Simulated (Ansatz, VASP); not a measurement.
## One calculation of SiW3, two programs

```
Si W
1.0
     3.94436    0.00000    0.00000
     0.00000    3.94436    0.00000
     0.00000    0.00000    3.94436
Si W
1 3
Cartesian
  0.0000 0.0000 0.0000
  0.0000 1.9722 1.9722
  1.9722 0.0000 1.9722
  1.9722 1.9722 0.0000
```

Alike in both runs: functional PBE; k mesh 12 × 12 × 12; occupations gaussian, width 0.1 eV; no spin polarisation.

Ansatz relaxed the structure, and its values are those at the end. VASP's run is a single point on that final structure, the one shown.

|  | VASP | Ansatz |
| --- | --- | --- |
| version | VASP 6.6.1 | Ansatz 0.2.0 |
| potentials or method | VASP PAW PBE potentials, release 64 (Si, W_sv), cutoff 520 eV | scalar-relativistic, plane waves, PAW |
| valence electrons in the cell | 46 | 46 |

Ansatz gave:

| Item | Value |
| --- | --- |
| gap on the k mesh at the Fermi level (eV) | none |
| pressure (GPa) | 0.0 |

Q: What did VASP give for the same quantities?

A: gap on the k mesh at the Fermi level (eV): none; pressure (GPa): 0.4.

A gap of «none» marks a metal or a gap that the smearing closes. With one functional, cell and mesh, what is left measures potentials, basis and numerics.

Neither program's run includes spin-orbit coupling.
